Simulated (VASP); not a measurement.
Input of a VASP 6.6.1 run:

File POSCAR:

```
C
1.0
    2.1273200000     -1.2282800000      0.0000000000
    2.1273200000      1.2282800000      0.0000000000
   -1.3790700000      0.0000000000      3.5028300000
C
2
Direct
    0.8227801386      0.8397301386      1.0006519338
    0.1642600000      0.1634100000      0.9948100000
```

Contents of INCAR.step1:

```
  ALGO = Normal
  EDIFF = 1E-4
  ENCUT = 520
  GGA = PE
  ISMEAR = -1
  LASPH = T
  LCHARG = F
  LREAL = F
  LWAVE = T
  NBANDS = 11
  NELM = 80
  PREC = Accurate
  SIGMA = 0.05
```

File INCAR.step2:

```
  ALGO = Normal
  EDIFF = 1E-6
  ENCUT = 520
  ISIF = 2
  ISMEAR = -1
  ISTART = 1
  LASPH = T
  LCHARG = T
  LELF = T
  LMIXTAU = T
  LREAL = F
  LVHAR = T
  LWAVE = F
  METAGGA = R2SCAN
  NBANDS = 11
  NELM = 80
  PREC = Accurate
  SIGMA = 0.05
```

The input KPOINTS:

```
k-points
0
Gamma
  9 9 6
```

Potentials or basis: VASP PAW PBE potentials, release 64 (C).

The run is started by

```sh
$ cat potpaw_PBE.64/C/POTCAR > POTCAR
$ cp INCAR.step1 INCAR
$ mpirun -np 1 vasp_std > vasp.out
$ cp INCAR.step2 INCAR
$ mpirun -np 1 vasp_std > vasp.out
```

(1) Estimate the band gap on the k mesh.

(2) Estimate the pressure.

Results:

(1) 0.26 eV, direct.

(2) 0.7 GPa.

Caveat: the PAW data sets were made with another functional, which shifts forces and pressure a little.
